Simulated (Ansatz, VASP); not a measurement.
**CaO: VASP beside Ansatz**

File INCAR:

```
ALGO = Normal ; EDIFF = 1E-6
ENCUT = 520 ; GGA = PE
ISIF = 2 ; ISMEAR = -1
LASPH = True ; LCHARG = True
LELF = True ; LREAL = False
LVHAR = True ; LWAVE = False
NBANDS = 15 ; NELM = 100
PREC = Accurate ; SIGMA = 0.02
```

The input KPOINTS:

```
k-points
0
Gamma
  10 10 10
```

File POSCAR:

```
CaO
1.0
    0.0000000000      2.5174247605      2.5174247605
    2.5174247605      0.0000000000      2.5174247605
    2.5174247605      2.5174247605      0.0000000000
Ca O
1 1
Direct
    0.0000000000      0.0000000000      0.0000000000
    0.5000000000      0.5000000000      0.5000000000
```

Input for Ansatz:

```yaml
crystal:
  lattice:
    - [0.0, 2.5174247605, 2.5174247605]
    - [2.5174247605, 0.0, 2.5174247605]
    - [2.5174247605, 2.5174247605, 0.0]
  atoms:
    - { symbol: Ca, position: [0.0, 0.0, 0.0] }
    - { symbol: O, position: [0.5, 0.5, 0.5] }
kpoints:
  mp_grid: { grid: [10, 10, 10] }
  band_path:
    path:
      - [0.0, 0.0, 0.0]
      - [0.5, 0.0, 0.5]
      - [0.625, 0.25, 0.625]
      - [0.375, 0.375, 0.75]
      - [0.5, 0.5, 0.5]
      - [0.5, 0.25, 0.75]
      - [0.0, 0.5, 0.5]
    npoints: 1
hamiltonian:
  xc: pbe
scf:
  occupations: { method: fermi_dirac, width: 0.02 }
  n_extra_bands: 4
output:
  forces: true
  stress: true
  eigenvalues: true
  write_density: true
  write_potential: true
  elf: true
  volumetric_format: npy
```

Change from the starting cell: hydrostatic strain +5.0%.

Alike in both runs: task single point; functional PBE; k mesh 10 × 10 × 10; occupations fermi-dirac, width 0.02 eV; no spin polarisation.

|  | VASP | Ansatz |
| --- | --- | --- |
| version | VASP 6.6.1 | Ansatz 0.2.0 |
| potentials or method | VASP PAW PBE potentials, release 64 (Ca_sv, O) | plane waves, PAW |
| plane-wave cutoff (eV) | 520 | 420 |
| valence electrons in the cell | 16 | 16 |

|  | VASP | Ansatz | Ansatz less VASP |
| --- | --- | --- | --- |
| gap on the k mesh at the Fermi level (eV) | 3.63 | 3.64 | +0.013 |
| pressure (GPa) | -9.7 | -10.0 | -0.31 |
